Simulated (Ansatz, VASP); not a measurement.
**Two plane-wave programs on BAs**

```xyz
2
Lattice="0.0000 2.3885 2.3885 2.3885 0.0000 2.3885 2.3885 2.3885 0.0000" Properties=species:S:1:pos:R:3 pbc="T T T"
B     0.0000    0.0000    0.0000
As    1.1943    1.1943    1.1943
```

Alike in both runs: task relaxation of the atoms; functional PBE; k mesh 16 × 16 × 16; occupations fermi-dirac, width 0.02 eV; no spin polarisation.

```csv
,VASP,Ansatz
version,VASP 6.6.1,Ansatz 0.2.0
potentials or method,"VASP PAW PBE potentials, release 64 (B, As)","plane-wave PAW, scalar-relativistic"
plane-wave cutoff (eV),520,420
valence electrons in the cell,8,18
```

Ansatz gave:

```
gap on the k mesh at the Fermi level, each at its own relaxed structure (eV) : 1.20
```

**Question.** Which values does VASP return?

**Answer.** gap on the k mesh at the Fermi level, each at its own relaxed structure (eV): 1.19.

VASP's potentials hold 8 valence electrons a cell and Ansatz's 18, so a difference there can come from the potentials and not from the codes. Ansatz's warnings: stress scf threshold loose.

Noted on VASP's run: the relaxation stopped at its first step, so nothing moved.
